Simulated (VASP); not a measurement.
Ir:

```
CELL_PARAMETERS angstrom
0.00000 1.92000 1.92000
1.92000 0.00000 1.92000
1.92000 1.92000 0.00000
ATOMIC_POSITIONS crystal
Ir 0.00000 0.00000 0.00000
```

Base run:

| Property | Result |
| --- | --- |
| Program | VASP 6.6.1 |
| Functional | PBE |
| Potentials or basis | VASP PAW PBE potentials, release 64 (Ir_sv_GW) |
| Cutoff | 500 eV |
| k mesh | 12 × 12 × 12 |
| Occupations | gaussian, width 0.05 eV |
| Spin | non-collinear spin, zero start, spin-orbit coupling |
| Starting moments | [[0.0, 0.0, 0.0]] μB |

Its results: pressure 7.0 GPa; net moment 0.00 μB per cell.

Problem. The run is repeated on the same cell with these changes: k mesh from 12 × 12 × 12 to 8 × 8 × 8. What comes out?

Solution. Pressure 8.9 GPa; net moment 0.00 μB per cell.
